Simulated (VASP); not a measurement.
# TaSn (P4/mmm) in VASP: notebook

The runs below take TaSn through relaxation of cell and atoms, single point, with r2SCAN.

Everything below comes from runs of VASP 6.6.1. Logs are shortened: lines on timing, memory, paths and dates and some standing lists are left out, and cuts for length are marked.

### 1 The cell of the first run

The structure is tetragonal, space group P4/mmm (No. 123). The conventional cell has a = 3.235 Å, b = 3.235 Å, c = 4.240 Å, α = 90.00°, β = 90.00°, γ = 90.00°. Within 4.3 Å of Ta (site symmetry 4/mmm) lie 8 Sn at 3.12 Å and 6 Ta at 3.24 to 4.24 Å. Sn (site symmetry 4/mmm) has 8 Ta at 3.12 Å and 6 Sn at 3.24 to 4.24 Å within 4.3 Å.

### 2 Relaxation of cell and atoms, r2SCAN

The input, POSCAR:

```
TaSn
1.0
    3.2350156137      0.0000000000      0.0000000000
    0.0000000000      3.2350156137      0.0000000000
    0.0000000000      0.0000000000      4.2401811794
Ta Sn
1 1
Direct
    0.5000000000      0.5000000000      0.5000000000
    0.0000000000      0.0000000000      0.0000000000
```

The input, INCAR.step1:

```
SYSTEM = TaSn
  PREC = Accurate
  ENCUT = 600
  ISMEAR = 0
  SIGMA = 0.1
  LREAL = .FALSE.
  LASPH = .TRUE.
  NELM = 100
  GGA = PE
  ALGO = Normal
  EDIFF = 1E-4
  LWAVE = .TRUE.
  LCHARG = .FALSE.
```

The input, INCAR.step2:

```
SYSTEM = TaSn
  PREC = Accurate
  ENCUT = 600
  EDIFF = 1E-6
  ISMEAR = 0
  SIGMA = 0.1
  LREAL = .FALSE.
  LASPH = .TRUE.
  NELM = 100
  ALGO = Normal
  ISIF = 3
  LWAVE = .FALSE.
  LCHARG = .FALSE.
  METAGGA = R2SCAN
  LMIXTAU = .TRUE.
  IBRION = 2
  NSW = 90
  EDIFFG = -0.04
  ISTART = 1
```

The input, KPOINTS:

```
regular mesh
0
G
  6 6 4
  0 0 0
```

Potentials or basis: VASP PAW PBE potentials, release 64 (Ta_pv, Sn_d).

On the command line:

```console
cat potpaw_PBE.64/Ta_pv/POTCAR potpaw_PBE.64/Sn_d/POTCAR > POTCAR
cp INCAR.step1 INCAR
mpirun -np 1 vasp_std > vasp.out
cp INCAR.step2 INCAR
mpirun -np 1 vasp_std > vasp.out
```

OUTCAR:

```text
SYSTEM = TaSn
   PREC = Accurate
   ENCUT = 600
   EDIFF = 1E-6
   ISMEAR = 0
   LREAL = .FALSE.
   LASPH = .TRUE.
   NELM = 100
   ISIF = 3
   METAGGA = R2SCAN
   IBRION = 2
   NSW = 90
   EDIFFG = -0.04
   ISTART = 1

 ion  position               nearest neighbor table
   1  0.500  0.500  0.500-   2 3.12   2 3.12   2 3.12   2 3.12   2 3.12   2 3.12   2 3.12   2 3.12

   2  0.000  0.000  0.000-   1 3.12   1 3.12   1 3.12   1 3.12   1 3.12   1 3.12   1 3.12   1 3.12

  LATTYP: Found a simple tetragonal cell.
 ALAT       =     3.2350156137
 C/A-ratio  =     1.3107142857

  Lattice vectors:

 A1 = (   3.2350156137,   0.0000000000,   0.0000000000)
 A2 = (   0.0000000000,   3.2350156137,   0.0000000000)
 A3 = (   0.0000000000,   0.0000000000,   4.2401811794)

Analysis of symmetry for initial positions (statically):
=====================================================================
 Subroutine PRICEL returns:
 Original cell was already a primitive cell.

 Routine SETGRP: Setting up the symmetry group for a
 simple tetragonal supercell.

 Subroutine GETGRP returns: Found 16 space group operations
 (whereof 16 operations were pure point group operations)
 out of a pool of 16 trial point group operations.

The static configuration has the point symmetry D_4h.

Analysis of symmetry for dynamics (positions and initial velocities):
=====================================================================
 Subroutine PRICEL returns:
 Original cell was already a primitive cell.

 Routine SETGRP: Setting up the symmetry group for a
 simple tetragonal supercell.

 Subroutine GETGRP returns: Found 16 space group operations
 (whereof 16 operations were pure point group operations)
 out of a pool of 16 trial point group operations.

The dynamic configuration has the point symmetry D_4h.

 Subroutine INISYM returns: Found 16 space group operations
 (whereof 16 operations are pure point group operations),
 and found     1 'primitive' translations

----------------------------------------------------------------------------------------

                                     Primitive cell

  volume of cell :      44.3749

  direct lattice vectors                    reciprocal lattice vectors
     3.235015614  0.000000000  0.000000000     0.309117519  0.000000000  0.000000000
     0.000000000  3.235015614  0.000000000     0.000000000  0.309117519  0.000000000
     0.000000000  0.000000000  4.240181179     0.000000000  0.000000000  0.235838979

  length of vectors
     3.235015614  3.235015614  4.240181179     0.309117519  0.309117519  0.235838979

  position of ions in fractional coordinates (direct lattice)
     0.500000000  0.500000000  0.500000000
     0.000000000  0.000000000  0.000000000

  ion indices of the primitive-cell ions
   primitive index   ion index
                 1           1
                 2           2

----------------------------------------------------------------------------------------

 KPOINTS: regular mesh

Automatic generation of k-mesh.
 Grid dimensions read from file:
 generate k-points for:    6    6    4

 Generating k-lattice:

  Cartesian coordinates                     Fractional coordinates (reciprocal lattice)
     0.051519586  0.000000000  0.000000000     0.166666667  0.000000000  0.000000000
     0.000000000  0.051519586  0.000000000     0.000000000  0.166666667  0.000000000
     0.000000000  0.000000000  0.058959745     0.000000000  0.000000000  0.250000000

  Length of vectors
     0.051519586  0.051519586  0.058959745

  Shift w.r.t. Gamma in fractional coordinates (k-lattice)
     0.000000000  0.000000000  0.000000000

 Subroutine IBZKPT returns following result:
 ===========================================

 Found     30 irreducible k-points:

 Following reciprocal coordinates:
            Coordinates               Weight
  0.000000  0.000000  0.000000      1.000000
  0.166667  0.000000  0.000000      4.000000
  0.333333  0.000000  0.000000      4.000000
  0.500000  0.000000  0.000000      2.000000
  0.166667  0.166667  0.000000      4.000000
  0.333333  0.166667  0.000000      8.000000
[... 16 lines left out ...]
  0.333333  0.000000  0.500000      4.000000
  0.500000  0.000000  0.500000      2.000000
 [... further k-points ...]
   k-points           NKPTS =     30   k-points in BZ     NKDIM =     30   number of bands    NBANDS=     16
   number of dos      NEDOS =    301   number of ions     NIONS =      2
   total plane-waves  NPLWV =  28224
   dimension x,y,z NGX =    28 NGY =   28 NGZ =   36
   dimension x,y,z NGXF=    56 NGYF=   56 NGZF=   72
   ions per type =               1   1
   NGX,Y,Z   is equivalent  to a cutoff of  14.39, 14.39, 14.11 a.u.
   NGXF,Y,Z  is equivalent  to a cutoff of  28.78, 28.78, 28.23 a.u.
 SYSTEM =  TaSn
   PREC   = accura    normal or accurate (medium, high low for compatibility)
   ISTART =      1    job   : 0-new  1-cont  2-samecut
   ICHARG =      0    charge: 1-file 2-atom 10-const
   ISPIN  =      1    spin polarized calculation?
   LNONCOLLINEAR =      F non collinear calculations
   LSORBIT =      F    spin-orbit coupling
   LASPH  =      T    aspherical Exc in radial PAW
   ENCUT  =  600.0 eV  44.10 Ry    6.64 a.u.   6.46  6.46  8.47*2*pi/ulx,y,z
   NELM   =    100;   NELMIN=  2; NELMDL=  0     # of ELM steps
   EDIFF  = 0.1E-05   stopping-criterion for ELM
   LREAL  =      F    real-space projection
   EDIFFG = -.4E-01   stopping-criterion for IOM
   NSW    =     90    number of steps for IOM
   IBRION =      2    ionic relax: 0-MD 1-quasi-New 2-CG
   NFREE  =      1    steps in history (QN), initial steepest desc. (CG)
   ISIF   =      3    stress and relaxation
   ISYM   =      2    0-nonsym 1-usesym 2-fastsym
   POTIM  = 0.5000    time-step for ionic-motion
   TEBEG  =    0.0;   TEEND  =   0.0 temperature during run
   PSTRESS=    0.0 pullay stress
   NELECT =      25.0000    total number of electrons
   NUPDOWN=      -1.0000    fix difference up-down
   EMIN   =  10.00;   EMAX   =-10.00  energy-range for DOS
   EFERMI =   0.00;   METHOD = LEGACY
   ISMEAR =     0;   SIGMA  =   0.10  broadening in eV -4-tet -1-fermi 0-gaus
   EFERMI_NEDOS =   21; number of points for ismear=-14 and -15
   IALGO  =     38    algorithm
   IMIX   =      4    mixing-type and parameters
     AMIX     =   0.40;   BMIX     =  1.00
     AMIX_MAG =   1.60;   BMIX_MAG =  1.00
  volume/ion in A,a.u.               =      22.19       149.73
  Fermi-wavevector in a.u.,A,eV,Ry     =   1.352101  2.555100 24.873857  1.828177
  Thomas-Fermi vector in A             =   2.479468
   LORBIT       =      0    0 simple, 1 ext, 2 COOP (PROOUT), +10 PAW based schemes
   METAGGA = R2SCAN    functional components
   LHFCALC =     F    Hartree Fock is set to
   AEXX    =    0.0000 exact exchange contribution
   IVDW    =     0    specifies the selected vdW correction
   LEPSILON=     F    determine dielectric tensor
   LRPA    =     F    only Hartree local field effects (RPA)
 conjugate gradient relaxation of ions
 non-spin polarized calculation
 Gauss-broadening in eV      SIGMA  =   0.10
  energy-cutoff  :      600.00
  volume of cell :       44.37
 maximum number of plane-waves:      1513
 NGX is ok and might be reduce to    28
   NGX = 13   NGY = 13   NGZ = 17

--------------------------------------- Ionic step        1  -------------------------------------------

 number of electron      24.9999998 magnetization

 Free energy of the ion-electron system (eV)
  ---------------------------------------------------
  ext. energy  EPLUGINS =         0.00000000
  ---------------------------------------------------
  free energy    TOTEN  =       -72.32517871 eV

  energy without entropy =      -72.31216926  energy(sigma->0) =      -72.31867398

------------------------ aborting loop because EDIFF is reached ----------------------------------------

  FORCE on cell =-STRESS in cart. coord.  units (eV):
  Direction    XX          YY          ZZ          XY          YZ          ZX
  --------------------------------------------------------------------------------------
  -------------------------------------------------------------------------------------
  Total       -3.2600400     -3.2600400     -4.0310961      0.0000000     -0.0000000      0.0000000
  in kB     -117.7053862   -117.7053862   -145.5447554      0.0000000     -0.0000000      0.0000000
  external PRESSURE =    -126.9851759 kB  Pullay stress =       0.0000000 kB
[... 21 lines left out ...]
  energy  without entropy=      -72.3121692612  energy(sigma->0) =      -72.31867398

--------------------------------------- Ionic step        2  -------------------------------------------

 number of electron      25.0000003 magnetization

 E-fermi :  11.3755     XC(G=0): -14.0745

 val. band max:       11.3282388092   @ k =   0.1667   0.0000   0.5000
 cond. band min:      11.4002416127   @ k =   0.3333   0.3333   0.2500
 fundamental gap:      0.0720028035
 Fermi energy:        11.3755496826

 k-point     1 :       0.0000    0.0000    0.0000
  band No.  band energies     occupation
      1     -25.0036      2.00000
      2     -24.5452      2.00000
      3     -24.5452      2.00000
      4     -11.8463      2.00000
      5     -11.5885      2.00000
      6     -11.3862      2.00000
[... 8 lines left out ...]
     15      15.0120      0.00000
     16      15.7968      0.00000
[... 502 lines left out ...]
  FREE ENERGIE OF THE ION-ELECTRON SYSTEM (eV)
  ---------------------------------------------------
  free  energy   TOTEN  =       -72.5466419585 eV

  energy  without entropy=      -72.5376040110  energy(sigma->0) =      -72.54212298

[... ionic steps 4 to 11 ...]

--------------------------------------- Ionic step       12  -------------------------------------------

 number of electron      25.0000003 magnetization

------------------------ aborting loop because EDIFF is reached ----------------------------------------

  FORCE on cell =-STRESS in cart. coord.  units (eV):
  Direction    XX          YY          ZZ          XY          YZ          ZX
  --------------------------------------------------------------------------------------
  -------------------------------------------------------------------------------------
  Total        0.2514611      0.2514611      0.2213662      0.0000000      0.0000000     -0.0000000
  in kB       10.3191539     10.3191539      9.0841569      0.0000000      0.0000000     -0.0000000
  external PRESSURE =       9.9074882 kB  Pullay stress =       0.0000000 kB
[... 57 lines left out ...]
  energy  without entropy=      -72.5666160815  energy(sigma->0) =      -72.56968221

--------------------------------------- Ionic step       14  -------------------------------------------

 number of electron      25.0000002 magnetization

 Free energy of the ion-electron system (eV)
  ---------------------------------------------------
  ext. energy  EPLUGINS =         0.00000000
  ---------------------------------------------------
  free energy    TOTEN  =       -72.57691479 eV

  energy without entropy =      -72.57158036  energy(sigma->0) =      -72.57424757

 E-fermi :   9.0934     XC(G=0): -13.2142

 val. band max:        9.0145741487   @ k =   0.1667   0.0000   0.5000
 cond. band min:       9.0957238923   @ k =   0.5000   0.3333   0.2500
 fundamental gap:      0.0811497436
 Fermi energy:         9.0934477665

 k-point     1 :       0.0000    0.0000    0.0000
  band No.  band energies     occupation
      1     -27.1597      2.00000
      2     -26.9439      2.00000
      3     -26.9439      2.00000
      4     -13.2357      2.00000
      5     -13.0855      2.00000
      6     -12.9900      2.00000
[... 8 lines left out ...]
     15      12.0305      0.00000
     16      12.7099      0.00000
[... 466 lines left out ...]
  FREE ENERGIE OF THE ION-ELECTRON SYSTEM (eV)
  ---------------------------------------------------
  free  energy   TOTEN  =       -72.5769147854 eV

  energy  without entropy=      -72.5715803614  energy(sigma->0) =      -72.57424757

 reached required accuracy - stopping structural energy minimisation
```

It took 9.4 min on 1 thread of AMD EPYC 9R45 (Zen 5), shared host; peak memory 0.18 GiB.

What came out:

| Property | Result |
| --- | --- |
| Free energy | -72.5769 eV |
| Relaxed volume | 19.65 Å³/atom |
| Relaxed cell | a = 3.203 Å, b = 3.203 Å, c = 3.832 Å, α = 90.00°, β = 90.00°, γ = 90.00° |
| Space group after relaxing (to 0.1 Å) | P4/mmm (No. 123) |
| Energy gained by relaxing | 125.9 meV/atom |
| Ionic steps | 14 |
| Pressure after relaxing | 0.0 GPa |
| Band gap on the k mesh | zero (an odd number of electrons rules out a gap without spin polarisation) |

Stress tensor (GPa, compression positive):
```
-0.01  0.00  0.00
 0.00 -0.01  0.00
 0.00  0.00  0.09
```

Step by step:
| step | energy change (eV) | largest force (eV/Å) | pressure (GPa) | volume (Å³) |
| --- | --- | --- | --- | --- |
| 1 | 0.0000 | 0.0000 | -12.70 | 44.37 |
| 2 | 0.2175 | 0.0000 | 29.86 | 34.01 |
| 3 | -0.2215 | 0.0000 | -0.42 | 39.62 |
| 4 | -0.2218 | 0.0000 | 0.13 | 39.47 |
| 5 | -0.2218 | 0.0000 | 0.47 | 39.37 |
| 6 | -0.2389 | 0.0000 | 0.68 | 39.29 |
| 7 | -0.2477 | 0.0000 | 0.74 | 39.18 |
| 8 | -0.2467 | 0.0000 | 1.43 | 38.93 |
| 9 | -0.2500 | 0.0000 | 0.87 | 39.11 |
| 10 | -0.2507 | 0.0000 | 1.06 | 39.02 |
| 11 | -0.2509 | 0.0000 | 0.99 | 39.05 |
| 12 | -0.2509 | 0.0000 | 0.99 | 39.04 |
| 13 | -0.2476 | 0.0000 | -2.14 | 39.90 |
| 14 | -0.2517 | 0.0000 | 0.02 | 39.31 |

Final structure:
```xyz
2
Lattice="3.2029 0.0000 0.0000 0.0000 3.2029 0.0000 0.0000 0.0000 3.8315" Properties=species:S:1:pos:R:3 pbc="T T T"
Ta    1.6014    1.6014    1.9158
Sn    3.2029    0.0000    0.0000
```

Levels at points of the mesh, in eV from the Fermi level:
| k point | band 9 | band 10 | band 11 | band 12 | band 13 | band 14 | band 15 | band 16 |
| --- | --- | --- | --- | --- | --- | --- | --- | --- |
| (0.00, 0.00, 0.00) | -12.38 | -2.87 | -2.55 | -0.64 | 1.74 | 1.74 | 2.94 | 3.62 |
| (0.50, 0.00, 0.00) | -8.48 | -7.41 | -2.99 | -1.93 | -0.14 | 1.90 | 4.45 | 5.42 |
| (0.50, 0.50, 0.00) | -7.19 | -3.45 | -3.45 | -2.16 | -0.61 | -0.61 | 3.17 | 3.75 |
| (0.00, 0.00, 0.50) | -10.06 | -7.85 | -2.38 | -0.42 | -0.42 | 1.10 | 2.90 | 7.42 |
| (0.50, 0.00, 0.50) | -8.57 | -4.64 | -3.53 | -3.20 | 0.84 | 1.29 | 1.92 | 4.19 |
| (0.50, 0.50, 0.50) | -5.12 | -5.12 | -4.94 | -4.01 | 2.22 | 2.51 | 3.01 | 3.01 |

Caveat: the k points lie up to 0.41 Å⁻¹ apart in the final cell, too coarse for converged energies and pressures of a metal; the PAW data sets were made with another functional, which shifts forces and pressure a little; spin-orbit coupling is left out, which moves the levels of the heavy elements.

### 3 Single point, r2SCAN

This run uses another cell than the first one, of 19.64 Å³/atom.

The input, POSCAR:

```
TaSn
1.0
    3.1998470303      0.0000000000      0.0000000000
    0.0000000000      3.1998470303      0.0000000000
    0.0000000000      0.0000000000      3.8362965170
Ta Sn
1 1
Direct
    0.5000000000      0.5000000000      0.5000000000
    0.0000000000      0.0000000000      0.0000000000
```

The input, INCAR.step1:

```
  PREC = Accurate
  ENCUT = 520
  ISMEAR = 0
  SIGMA = 0.1
  LREAL = F
  LASPH = T
  NELM = 80
  NBANDS = 20
  GGA = PE
  ALGO = Normal
  EDIFF = 1E-4
  LWAVE = T
  LCHARG = F
```

The input, INCAR.step2:

```
  PREC = Accurate
  ENCUT = 520
  EDIFF = 1E-7
  ISMEAR = 0
  SIGMA = 0.1
  LREAL = F
  LASPH = T
  NELM = 80
  ALGO = Normal
  ISIF = 2
  LWAVE = F
  LCHARG = F
  METAGGA = R2SCAN
  LMIXTAU = T
  NBANDS = 20
  ISTART = 1
```

The input, KPOINTS:

```
Automatic mesh
0
Gamma
  18 18 14
```

Potentials or basis: VASP PAW PBE potentials, release 64 (Ta_pv, Sn_d).

On the command line:

```console
cat potpaw_PBE.64/Ta_pv/POTCAR potpaw_PBE.64/Sn_d/POTCAR > POTCAR
cp INCAR.step1 INCAR
mpirun -np 1 vasp_std > vasp.out
cp INCAR.step2 INCAR
mpirun -np 1 vasp_std > vasp.out
```

It took 8.5 min on 1 thread of AMD EPYC 9R45 (Zen 5), shared host; peak memory 0.41 GiB.

Results (log left out):

| Quantity | Value |
| --- | --- |
| Free energy | -72.5509 eV |
| Pressure | 0.3 GPa |
| Band gap on the k mesh | zero (an odd number of electrons rules out a gap without spin polarisation) |

Stress tensor (GPa, compression positive):
```
0.30 0.00 0.00
0.00 0.30 0.00
0.00 0.00 0.40
```

Levels at points of the mesh, in eV from the Fermi level:
| k point | band 10 | band 11 | band 12 | band 13 | band 14 | band 15 |
| --- | --- | --- | --- | --- | --- | --- |
| (0.00, 0.00, 0.00) | -2.85 | -2.48 | -0.63 | 1.81 | 1.81 | 3.05 |
| (0.50, 0.00, 0.00) | -7.39 | -2.95 | -1.89 | -0.04 | 1.97 | 4.53 |
| (0.50, 0.50, 0.00) | -3.43 | -3.43 | -2.16 | -0.56 | -0.56 | 3.21 |
| (0.00, 0.00, 0.50) | -7.79 | -2.31 | -0.36 | -0.36 | 1.09 | 3.01 |
| (0.50, 0.00, 0.50) | -4.65 | -3.46 | -3.13 | 0.94 | 1.37 | 1.91 |
| (0.50, 0.50, 0.50) | -5.09 | -4.86 | -4.00 | 2.21 | 2.50 | 3.09 |

Caveat: the PAW data sets were made with another functional, which shifts forces and pressure a little; spin-orbit coupling is left out, which moves the levels of the heavy elements.
